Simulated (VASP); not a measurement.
# Te (P3_121) in VASP: single point with PBEsol

Aim: the single point of Te with PBEsol.

Program: VASP 6.6.1. These are calculated values, not measurements. Logs are shortened: lines on timing, memory, paths and dates and some standing lists are left out, and cuts for length are marked.

### 1 The cell of the first run

Symmetry: P3_121, No. 152, trigonal system. The conventional cell has a = 4.454 Å, b = 4.454 Å, c = 5.924 Å, α = 90.00°, β = 90.00°, γ = 120.00°. Te (site symmetry 2) has 6 Te at 2.86 to 3.47 Å within 3.8 Å.

### 2 Single point, PBEsol, non-collinear spin, zero start, spin-orbit coupling

File INCAR:

```
  PREC = Accurate
  ENCUT = 520
  EDIFF = 1E-6
  ISMEAR = -1
  SIGMA = 0.05
  LREAL = False
  LASPH = True
  NELM = 150
  ALGO = Normal
  ISIF = 2
  LWAVE = False
  LCHARG = False
  MAGMOM = 0 0 0 0 0 0 0 0 0
  LORBIT = 11
  LSORBIT = True
  GGA_COMPAT = False
  LORBMOM = True
  GGA = PS
  NBANDS = 31
```

File KPOINTS:

```
regular mesh
0
Gamma
  5 5 4
```

File POSCAR:

```
Te
1.0
    4.4540000000      0.0000000000      0.0000000000
   -2.2270000000      3.8572771485      0.0000000000
    0.0000000000      0.0000000000      5.9240000000
Te
3
Direct
    0.7310000000      0.7310000000      0.0000000000
    0.0000000000      0.2690000000      0.6666666667
    0.2690000000      0.0000000000      0.3333333333
```

Potentials or basis: VASP PAW PBE potentials, release 64 (Te).

The run is started by

```sh
$ cat potpaw_PBE.64/Te/POTCAR > POTCAR
$ mpirun -np 1 vasp_ncl > vasp.out
```

OUTCAR:

```text
PREC = Accurate
   ENCUT = 520
   EDIFF = 1E-6
   ISMEAR = -1
   LREAL = False
   LASPH = True
   NELM = 150
   ISIF = 2
   LORBIT = 11
   LSORBIT = True
   GGA = PS

 ion  position               nearest neighbor table
   1  0.731  0.731  0.000-   3 2.86   2 2.86   3 3.47   2 3.47   2 3.47   3 3.47
   2  0.000  0.269  0.667-   1 2.86   3 2.86   1 3.47   1 3.47   3 3.47   3 3.47
   3  0.269  0.000  0.333-   1 2.86   2 2.86   1 3.47   1 3.47   2 3.47   2 3.47

  LATTYP: Found a hexagonal cell.
 ALAT       =     4.4540000000
 C/A-ratio  =     1.3300404131

  Lattice vectors:

 A1 = (   4.4540000000,   0.0000000000,   0.0000000000)
 A2 = (  -2.2270000000,   3.8572771485,   0.0000000000)
 A3 = (   0.0000000000,   0.0000000000,   5.9240000000)

Analysis of symmetry for initial positions (statically):
=====================================================================
 Subroutine PRICEL returns:
 Original cell was already a primitive cell.

 Routine SETGRP: Setting up the symmetry group for a
 hexagonal supercell.

 Subroutine GETGRP returns: Found  6 space group operations
 (whereof  2 operations were pure point group operations)
 out of a pool of 24 trial point group operations.

The static configuration has the point symmetry C_2 .
 The point group associated with its full space group is D_3 .

Analysis of symmetry for dynamics (positions and initial velocities):
=====================================================================
 Subroutine PRICEL returns:
 Original cell was already a primitive cell.

 Routine SETGRP: Setting up the symmetry group for a
 hexagonal supercell.

 Subroutine GETGRP returns: Found  6 space group operations
 (whereof  2 operations were pure point group operations)
 out of a pool of 24 trial point group operations.

The dynamic configuration has the point symmetry C_2 .
 The point group associated with its full space group is D_3 .

Analysis of structural, dynamic, and magnetic symmetry:
=====================================================================
 Subroutine PRICEL returns:
 Original cell was already a primitive cell.

 Routine SETGRP: Setting up the symmetry group for a
 hexagonal supercell.

 Subroutine GETGRP returns: Found  6 space group operations
 (whereof  2 operations were pure point group operations)
 out of a pool of 24 trial point group operations.

The overall configuration has the point symmetry C_2 .
 The point group associated with its full space group is D_3 .

 Subroutine INISYM returns: Found  6 space group operations
 (whereof  2 operations are pure point group operations),
 and found     1 'primitive' translations

[... 939 lines left out ...]
    total drift:                               -0.000000     -0.000000      0.000000

  FREE ENERGIE OF THE ION-ELECTRON SYSTEM (eV)
  ---------------------------------------------------
  free  energy   TOTEN  =       -10.8895244926 eV

  energy  without entropy=      -10.8886957581  energy(sigma->0) =      -10.88911013

 orbital moment (x)

 # of ion     p       d       tot
 ----------------------------------------
  1        -0.000   0.000  -0.000
  2        -0.000   0.000  -0.000
  3         0.000  -0.000   0.000
 ----------------------------------------
            0.000   0.000   0.000

 orbital moment (y)

 # of ion     p       d       tot
 ----------------------------------------
  1        -0.000   0.000  -0.000
  2         0.000  -0.000   0.000
  3         0.000   0.000   0.000
 ----------------------------------------
           -0.000  -0.000  -0.000

 orbital moment (z)

 # of ion     p       d       tot
 ----------------------------------------
  1         0.000  -0.000  -0.000
  2        -0.000   0.000  -0.000
  3        -0.000  -0.000  -0.000
 ----------------------------------------
           -0.000  -0.000  -0.000

 Spin-Orbit-Coupling matrix elements

 Ion:    1  E_soc:     -0.2349005
 l=   1
     0.0000000    -0.0377716    -0.0397660
    -0.0377716     0.0000000    -0.0396044
    -0.0397660    -0.0396044     0.0000000
 l=   2
     0.0000000    -0.0000172     0.0000000    -0.0000193    -0.0000435
    -0.0000172     0.0000000    -0.0000844    -0.0000481    -0.0000184
     0.0000000    -0.0000844     0.0000000    -0.0000545     0.0000000
    -0.0000193    -0.0000481    -0.0000545     0.0000000    -0.0000228
    -0.0000435    -0.0000184     0.0000000    -0.0000228     0.0000000
 l=   3
     0.0000000     0.0000000     0.0000000     0.0000000     0.0000000     0.0000000     0.0000000
     0.0000000     0.0000000     0.0000000     0.0000000     0.0000000     0.0000000     0.0000000
     0.0000000     0.0000000     0.0000000     0.0000000     0.0000000     0.0000000     0.0000000
     0.0000000     0.0000000     0.0000000     0.0000000     0.0000000     0.0000000     0.0000000
[... 29 lines left out ...]
 l=   2
     0.0000000    -0.0000239     0.0000000    -0.0000196    -0.0000435
    -0.0000239     0.0000000    -0.0000396    -0.0000481    -0.0000215
     0.0000000    -0.0000396     0.0000000    -0.0000993     0.0000000
    -0.0000196    -0.0000481    -0.0000993     0.0000000    -0.0000126
    -0.0000435    -0.0000215     0.0000000    -0.0000126     0.0000000
 l=   3
     0.0000000     0.0000000     0.0000000     0.0000000     0.0000000     0.0000000     0.0000000
     0.0000000     0.0000000     0.0000000     0.0000000     0.0000000     0.0000000     0.0000000
     0.0000000     0.0000000     0.0000000     0.0000000     0.0000000     0.0000000     0.0000000
     0.0000000     0.0000000     0.0000000     0.0000000     0.0000000     0.0000000     0.0000000
     0.0000000     0.0000000     0.0000000     0.0000000     0.0000000     0.0000000     0.0000000
     0.0000000     0.0000000     0.0000000     0.0000000     0.0000000     0.0000000     0.0000000
     0.0000000     0.0000000     0.0000000     0.0000000     0.0000000     0.0000000     0.0000000

 total charge

# of ion       s       p       d       tot
------------------------------------------
    1        1.434   1.810   0.043   3.286
    2        1.434   1.810   0.043   3.286
    3        1.434   1.810   0.043   3.286
--------------------------------------------------
tot          4.301   5.429   0.128   9.859

 magnetization (x)

# of ion       s       p       d       tot
------------------------------------------
    1        0.000  -0.000  -0.000  -0.000
    2        0.000  -0.000  -0.000  -0.000
    3       -0.000   0.000   0.000   0.000
--------------------------------------------------
tot         -0.000   0.000  -0.000  -0.000

 magnetization (y)

# of ion       s       p       d       tot
------------------------------------------
    1        0.000  -0.000  -0.000  -0.000
    2       -0.000   0.000   0.000   0.000
    3       -0.000   0.000   0.000   0.000
--------------------------------------------------
tot         -0.000   0.000   0.000   0.000

 magnetization (z)

# of ion       s       p       d       tot
------------------------------------------
    1        0.000   0.000   0.000   0.000
    2        0.000  -0.000   0.000  -0.000
    3        0.000   0.000   0.000   0.000
--------------------------------------------------
tot          0.000  -0.000   0.000  -0.000
```

OSZICAR:

```text
N       E                     dE             d eps       ncg     rms          rms(c)
DAV:   1     0.778409167898E+02    0.77841E+02   -0.64013E+03  1426   0.935E+02
DAV:   2    -0.412338538629E+01   -0.81964E+02   -0.78164E+02  1850   0.146E+02
DAV:   3    -0.107819369012E+02   -0.66586E+01   -0.65875E+01  1778   0.433E+01
DAV:   4    -0.109178078971E+02   -0.13587E+00   -0.13577E+00  1689   0.713E+00
DAV:   5    -0.109221504656E+02   -0.43426E-02   -0.43425E-02  1834   0.135E+00    0.131E+01
DAV:   6    -0.108981343626E+02    0.24016E-01   -0.15757E-02  1671   0.758E-01    0.824E+00
DAV:   7    -0.108894330210E+02    0.87013E-02   -0.18451E-02  1714   0.778E-01    0.376E+00
DAV:   8    -0.108898678835E+02   -0.43486E-03   -0.31991E-03  1746   0.305E-01    0.281E-01
DAV:   9    -0.108895077746E+02    0.36011E-03   -0.63572E-04  1713   0.151E-01    0.915E-02
DAV:  10    -0.108895228684E+02   -0.15094E-04   -0.14526E-04  1757   0.640E-02    0.429E-02
DAV:  11    -0.108895254387E+02   -0.25703E-05   -0.43152E-06  1767   0.131E-02    0.185E-02
DAV:  12    -0.108895244926E+02    0.94618E-06   -0.80689E-07  1240   0.585E-03
   1 F= -.10889524E+02 E0= -.10889110E+02  d E =-.828734E-03  mag=     0.0000     0.0000    -0.0000
```

stdout:

```text
POSCAR found type information on POSCAR Te
 POSCAR found :  1 types and       3 ions
 scaLAPACK will be used
 -----------------------------------------------------------------------------
|                                                                             |
|                                                                             |
|     You enforced a specific xc type in the INCAR file but a different       |
|     I HOPE YOU KNOW WHAT YOU ARE DOING!                                     |
|                                                                             |
 -----------------------------------------------------------------------------

 LDA part: xc-table for (Slater+PW92), standard interpolation
 POSCAR, INCAR and KPOINTS ok, starting setup
 FFT: planning ... GRIDC
 FFT: planning ... GRID_SOFT
 FFT: planning ... GRID
 WAVECAR not read
 entering main loop
```

Wall time 5 min (1 thread of Oxide Virtual Turin-like, shared host); peak memory 0.47 GiB.

What came out:

| Property | Result |
| --- | --- |
| Free energy | -10.8895 eV |
| Pressure | -0.5 GPa |
| Largest force | 0.144 eV/Å |
| Net moment | 0.00 μB per cell |
| Valence electrons inside the program's atomic spheres | Te 3.29 |

Forces in eV/Å, atoms in the order of the input:
```
Te  -0.072 -0.125  0.000
Te  -0.072  0.125  0.000
Te   0.144  0.000  0.000
```

Moments on the atoms (μB; x, y, z):
```
Te  0.00 0.00 0.00
Te  0.00 0.00 0.00
Te  0.00 0.00 0.00
```

Caveat: the PAW data sets were made with another functional, which shifts forces and pressure a little.
